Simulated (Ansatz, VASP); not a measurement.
AlV2C: VASP beside Ansatz

```
V Al C
1.0
     2.88760    0.00000    0.00000
    -1.44380    2.50073    0.00000
     0.00000    0.00000   13.10482
V Al C
4 2 2
Direct
  0.33333 0.66667 0.91362
  0.66667 0.33333 0.08638
  0.66667 0.33333 0.41362
  0.33333 0.66667 0.58638
  0.66667 0.33333 0.75000
  0.33333 0.66667 0.25000
  0.00000 0.00000 0.50000
  0.00000 0.00000 0.00000
```

Alike in both runs: task single point; functional PBEsol; k mesh 11 × 11 × 2; occupations fermi-dirac, width 0.05 eV; collinear spin.

|  | VASP | Ansatz |
| --- | --- | --- |
| version | VASP 6.6.1 | Ansatz 0.2.0 |
| potentials or method | VASP PAW PBE potentials, release 64 (V_sv, Al, C) | Ansatz PAW |
| plane-wave cutoff (eV) | 520 | 420 |
| valence electrons in the cell | 66 | 66 |

|  | VASP | Ansatz | Ansatz less VASP |
| --- | --- | --- | --- |
| gap on the k mesh at the Fermi level (eV) | none | none | - |
| pressure (GPa) | -3.5 | -3.8 | -0.35 |
| traceless stress, the component that is largest in VASP (GPa) | -0.57 | -0.57 | -0.006 |
| rms of the force components (eV/Å) | 0.182 | 0.195 | +0.0131 |
| net moment per atom (μB) | 0.00 | 0.00 | 0.000 |

VASP's potentials were made for PBE, not for PBEsol. Atom by atom the forces differ by 0.013 eV/Å (rms over components). A gap of «none» marks a metal or a gap that the smearing closes.
